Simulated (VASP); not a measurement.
RbBr:

```
Rb Br
1.0
     4.09820    0.12920    0.12920
     0.12920    4.09820    0.12920
     0.12920    0.12920    4.09820
Rb Br
1 1
Direct
  0.00000 0.00000 0.00000
  0.50000 0.50000 0.50000
```

This cell differs from its parent crystal: epitaxial 111 strain -3.9%.

Program: VASP 6.6.1. Alike in all runs: task single point; potentials or basis VASP PAW PBE potentials, release 64 (Rb_sv, Br); no spin polarisation; cell as given; cutoff (eV) 520.

Problem. Order these runs on this cell by their band gap on the k mesh, lowest first.
A. level PBE; k mesh 6 × 6 × 6; smearing fermi-dirac 0.02 eV
B. level HSE06; k mesh 4 × 4 × 4; smearing gaussian 0.01 eV; grid for exact exchange (PRECFOCK) Normal; screening parameter 0.2079 1/Å
C. level r2SCAN; k mesh 6 × 6 × 6; smearing gaussian 0.01 eV

Solution. A (4.18 eV), C (4.93 eV), B (5.36 eV).

A k mesh can miss the band edges.
